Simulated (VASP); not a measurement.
# Ta (Im-3m) in VASP: single point with PBE

Aim: the single point of Ta with PBE.

Program: VASP 6.6.1. These are calculated values, not measurements. Logs are shortened: lines on timing, memory, paths and dates and some standing lists are left out, and cuts for length are marked.

**1. The cell of the first run**

It takes space group Im-3m (No. 229, cubic). The conventional cell has a = 3.321 Å, b = 3.321 Å, c = 3.321 Å, α = 90.00°, β = 90.00°, γ = 90.00°. Ta (site symmetry m-3m) has 14 Ta at 2.88 to 3.32 Å within 3.8 Å.

**2. Single point, PBE**

The input, INCAR:

```
SYSTEM = Ta
PREC     = Accurate       ! precision mode
ENCUT    = 500            ! plane-wave cutoff, eV
EDIFF    = 1E-6           ! SCF threshold, eV
ISMEAR   = 1              ! smearing method
SIGMA    = 0.1            ! smearing width, eV
LREAL    = .False.        ! projectors in reciprocal space
LASPH    = .True.         ! aspherical terms in the spheres
NELM     = 120            ! most SCF steps
ALGO     = Normal         ! electronic algorithm
ISIF     = 2              ! what is computed and relaxed
LWAVE    = .False.        ! write WAVECAR
LCHARG   = .False.        ! write CHGCAR
GGA      = PE             ! functional
NBANDS   = 12             ! bands
GGA_COMPAT= .False.
```

The input, KPOINTS:

```
Automatic mesh
0
Gamma
  16 16 16
  0 0 0
```

The input, POSCAR:

```
Ta
1.0
   -1.6603688880      1.6603688880      1.6603688880
    1.6603688880     -1.6603688880      1.6603688880
    1.6603688880      1.6603688880     -1.6603688880
Ta
1
Direct
    0.0000000000      0.0000000000      0.0000000000
```

Potentials or basis: VASP PAW PBE potentials, release 64 (Ta_pv).

Launch:

```
$ cat potpaw_PBE.64/Ta_pv/POTCAR > POTCAR
$ mpirun -np 1 vasp_std > vasp.out
```

OUTCAR:

```text
SYSTEM = Ta
   PREC = Accurate
   ENCUT = 500
   EDIFF = 1E-6
   ISMEAR = 1
   LREAL = .False.
   LASPH = .True.
   NELM = 120
   ISIF = 2
   GGA = PE

 ion  position               nearest neighbor table
   1  0.000  0.000  0.000-

  LATTYP: Found a body centered cubic cell.
 ALAT       =     3.3207377760

  Lattice vectors:

 A1 = (  -1.6603688880,   1.6603688880,   1.6603688880)
 A2 = (   1.6603688880,  -1.6603688880,   1.6603688880)
 A3 = (   1.6603688880,   1.6603688880,  -1.6603688880)

Analysis of symmetry for initial positions (statically):
=====================================================================
 Subroutine PRICEL returns:
 Original cell was already a primitive cell.

 Routine SETGRP: Setting up the symmetry group for a
 body centered cubic supercell.

 Subroutine GETGRP returns: Found 48 space group operations
 (whereof 48 operations were pure point group operations)
 out of a pool of 48 trial point group operations.

The static configuration has the point symmetry O_h .

Analysis of symmetry for dynamics (positions and initial velocities):
=====================================================================
 Subroutine PRICEL returns:
 Original cell was already a primitive cell.

 Routine SETGRP: Setting up the symmetry group for a
 body centered cubic supercell.

 Subroutine GETGRP returns: Found 48 space group operations
 (whereof 48 operations were pure point group operations)
 out of a pool of 48 trial point group operations.

The dynamic configuration has the point symmetry O_h .

 Subroutine INISYM returns: Found 48 space group operations
 (whereof 48 operations are pure point group operations),
 and found     1 'primitive' translations

----------------------------------------------------------------------------------------

                                     Primitive cell

  volume of cell :      18.3094

  direct lattice vectors                    reciprocal lattice vectors
    -1.660368888  1.660368888  1.660368888     0.000000000  0.301137900  0.301137900
     1.660368888 -1.660368888  1.660368888     0.301137900  0.000000000  0.301137900
     1.660368888  1.660368888 -1.660368888     0.301137900  0.301137900  0.000000000

  length of vectors
     2.875843273  2.875843273  2.875843273     0.425873302  0.425873302  0.425873302

  position of ions in fractional coordinates (direct lattice)
     0.000000000  0.000000000  0.000000000

  ion indices of the primitive-cell ions
   primitive index   ion index
                 1           1

----------------------------------------------------------------------------------------

 KPOINTS: Automatic mesh

Automatic generation of k-mesh.
 Grid dimensions read from file:
 generate k-points for:   16   16   16

 Generating k-lattice:

  Cartesian coordinates                     Fractional coordinates (reciprocal lattice)
     0.000000000  0.018821119  0.018821119     0.062500000  0.000000000  0.000000000
     0.018821119  0.000000000  0.018821119     0.000000000  0.062500000  0.000000000
     0.018821119  0.018821119  0.000000000     0.000000000  0.000000000  0.062500000

  Length of vectors
     0.026617081  0.026617081  0.026617081

  Shift w.r.t. Gamma in fractional coordinates (k-lattice)
     0.000000000  0.000000000  0.000000000

 Subroutine IBZKPT returns following result:
 ===========================================

 Found    145 irreducible k-points:

 Following reciprocal coordinates:
            Coordinates               Weight
  0.000000  0.000000  0.000000      1.000000
  0.062500  0.000000  0.000000     12.000000
  0.125000  0.000000  0.000000     12.000000
  0.187500  0.000000  0.000000     12.000000
  0.250000  0.000000  0.000000     12.000000
  0.312500  0.000000  0.000000     12.000000
[... 16 lines left out ...]
  0.187500  0.187500  0.000000     24.000000
  0.250000  0.187500  0.000000     48.000000
 [... further k-points ...]
   k-points           NKPTS =    145   k-points in BZ     NKDIM =    145   number of bands    NBANDS=     12
   number of dos      NEDOS =    301   number of ions     NIONS =      1
   total plane-waves  NPLWV =  13824
   dimension x,y,z NGX =    24 NGY =   24 NGZ =   24
   dimension x,y,z NGXF=    48 NGYF=   48 NGZF=   48
   ions per type =               1
   NGX,Y,Z   is equivalent  to a cutoff of  13.87, 13.87, 13.87 a.u.
   NGXF,Y,Z  is equivalent  to a cutoff of  27.75, 27.75, 27.75 a.u.
 SYSTEM =  Ta
   PREC   = accura    normal or accurate (medium, high low for compatibility)
   ISTART =      0    job   : 0-new  1-cont  2-samecut
   ICHARG =      2    charge: 1-file 2-atom 10-const
   ISPIN  =      1    spin polarized calculation?
   LNONCOLLINEAR =      F non collinear calculations
   LSORBIT =      F    spin-orbit coupling
   LASPH  =      T    aspherical Exc in radial PAW
   ENCUT  =  500.0 eV  36.75 Ry    6.06 a.u.   5.24  5.24  5.24*2*pi/ulx,y,z
   NELM   =    120;   NELMIN=  2; NELMDL= -5     # of ELM steps
   EDIFF  = 0.1E-05   stopping-criterion for ELM
   LREAL  =      F    real-space projection
   EDIFFG = 0.1E-04   stopping-criterion for IOM
   NSW    =      0    number of steps for IOM
   IBRION =     -1    ionic relax: 0-MD 1-quasi-New 2-CG
   NFREE  =      0    steps in history (QN), initial steepest desc. (CG)
   ISIF   =      2    stress and relaxation
   ISYM   =      2    0-nonsym 1-usesym 2-fastsym
   POTIM  = 0.5000    time-step for ionic-motion
   TEBEG  =    0.0;   TEEND  =   0.0 temperature during run
   PSTRESS=    0.0 pullay stress
   NELECT =      11.0000    total number of electrons
   NUPDOWN=      -1.0000    fix difference up-down
   EMIN   =  10.00;   EMAX   =-10.00  energy-range for DOS
   EFERMI =   0.00;   METHOD = LEGACY
   ISMEAR =     1;   SIGMA  =   0.10  broadening in eV -4-tet -1-fermi 0-gaus
   EFERMI_NEDOS =   21; number of points for ismear=-14 and -15
   IALGO  =     38    algorithm
   IMIX   =      4    mixing-type and parameters
     AMIX     =   0.40;   BMIX     =  1.00
     AMIX_MAG =   1.60;   BMIX_MAG =  1.00
  volume/ion in A,a.u.               =      18.31       123.56
  Fermi-wavevector in a.u.,A,eV,Ry     =   1.381384  2.610438 25.962940  1.908222
  Thomas-Fermi vector in A             =   2.506173
   LORBIT       =      0    0 simple, 1 ext, 2 COOP (PROOUT), +10 PAW based schemes
   GGA     = PE    functional components
   LHFCALC =     F    Hartree Fock is set to
   AEXX    =    0.0000 exact exchange contribution
   IVDW    =     0    specifies the selected vdW correction
   LEPSILON=     F    determine dielectric tensor
   LRPA    =     F    only Hartree local field effects (RPA)
 non-spin polarized calculation
 Methfessel and Paxton  Order N= 1 SIGMA  =   0.10
  energy-cutoff  :      500.00
  volume of cell :       18.31
 maximum number of plane-waves:       476
 NGX is ok and might be reduce to    24
   NGX = 11   NGY = 11   NGZ = 11

 number of electron      11.0000000 magnetization

 Free energy of the ion-electron system (eV)
  ---------------------------------------------------
  ext. energy  EPLUGINS =         0.00000000
  ---------------------------------------------------
  free energy    TOTEN  =       -11.80888784 eV

  energy without entropy =      -11.80861574  energy(sigma->0) =      -11.80879714

 E-fermi :   5.3328     XC(G=0): -12.5358

 val. band max:        5.3133483592   @ k =   0.3125   0.0625   0.0625
 cond. band min:       5.3385374845   @ k =  -0.1875   0.2500   0.1250
 fundamental gap:      0.0251891252
 Fermi energy:         5.3327583621

 k-point     1 :       0.0000    0.0000    0.0000
  band No.  band energies     occupation
      1     -27.7906      2.00000
      2     -27.7906      2.00000
      3     -27.7906      2.00000
      4      -2.4987      2.00000
      5       6.0844     -0.00000
      6       6.0844     -0.00000
      7       6.0844     -0.00000
      8       9.3002      0.00000
      9       9.3002      0.00000
     10      19.9833      0.00000
     11      20.2886      0.00000
     12      20.2886      0.00000

 k-point     2 :       0.0625    0.0000    0.0000
  band No.  band energies     occupation
      1     -27.8365      2.00000
      2     -27.8048      2.00000
      3     -27.7908      2.00000
      4      -2.3274      2.00000
      5       5.9732     -0.00000
      6       6.0521     -0.00000
      7       6.2518     -0.00000
      8       9.1208      0.00000
      9       9.3006      0.00000
     10      19.9838      0.00000
     11      20.4420      0.00000
     12      20.5895      0.00000

 k-point     3 :       0.1250    0.0000    0.0000
  band No.  band energies     occupation
      1     -27.9655      2.00000
      2     -27.8449      2.00000
      3     -27.7915      2.00000
      4      -1.8354      2.00000
      5       5.6732     -0.00002
      6       5.9088     -0.00000
      7       6.7477     -0.00000
      8       8.7801      0.00000
      9       9.3136      0.00000
     10      19.9828      0.00000
     11      20.8006      0.00000
     12      21.4551      0.00000
[... 286 lines left out ...]
 k-point    23 :       0.1875    0.1875    0.0000
  band No.  band energies     occupation
      1     -28.5550      2.00000
      2     -28.0596      2.00000
      3     -27.8717      2.00000
      4       1.0037      2.00000
      5       4.3941      2.00000
      6       4.7419      2.00000
      7       8.4089      0.00000
      8      10.0413      0.00000
      9      10.5530      0.00000
     10      19.3338      0.00000
     11      19.9969      0.00000
     12      21.7686      0.00000

 k-point    24 :       0.2500    0.1875    0.0000
  band No.  band energies     occupation
      1     -28.6652      2.00000
      2     -28.1528      2.00000
      3     -27.8864      2.00000
      4       1.6836      2.00000
      5       4.1305      2.00000
      6       4.7575      2.00000
      7       8.6560      0.00000
      8      10.1151      0.00000
      9      11.9622      0.00000
     10      17.9557      0.00000
     11      19.9884      0.00000
     12      20.7257      0.00000

 [... further k-points ...]

------------------------ aborting loop because EDIFF is reached ----------------------------------------

  FORCE on cell =-STRESS in cart. coord.  units (eV):
  Direction    XX          YY          ZZ          XY          YZ          ZX
  --------------------------------------------------------------------------------------
  -------------------------------------------------------------------------------------
  Total        0.0074067      0.0074067      0.0074067     -0.0000000     -0.0000000      0.0000000
  in kB        0.6481324      0.6481324      0.6481324     -0.0000000     -0.0000000      0.0000000
  external PRESSURE =       0.6481324 kB  Pullay stress =       0.0000000 kB

 VOLUME and BASIS-vectors are now :
 -----------------------------------------------------------------------------
  energy-cutoff  :      500.00
  volume of cell :       18.31
      direct lattice vectors                 reciprocal lattice vectors
    -1.660368888  1.660368888  1.660368888     0.000000000  0.301137900  0.301137900
     1.660368888 -1.660368888  1.660368888     0.301137900  0.000000000  0.301137900
     1.660368888  1.660368888 -1.660368888     0.301137900  0.301137900  0.000000000

 POSITION                                       TOTAL-FORCE (eV/Angst)
 -----------------------------------------------------------------------------------
      0.00000      0.00000      0.00000        -0.000000      0.000000      0.000000
 -----------------------------------------------------------------------------------
    total drift:                               -0.000000      0.000000      0.000000

  FREE ENERGIE OF THE ION-ELECTRON SYSTEM (eV)
  ---------------------------------------------------
  free  energy   TOTEN  =       -11.8088878400 eV

  energy  without entropy=      -11.8086157409  energy(sigma->0) =      -11.80879714
```

It took 28 s on 1 thread of AMD EPYC 7R43 (Zen 3), shared host; peak memory 0.13 GiB.

Results:

- Free energy: -11.8089 eV
- Pressure: 0.1 GPa
- Band gap on the k mesh: zero (an odd number of electrons rules out a gap without spin polarisation)

Caveat: spin-orbit coupling is left out, which moves the levels of the heavy elements.
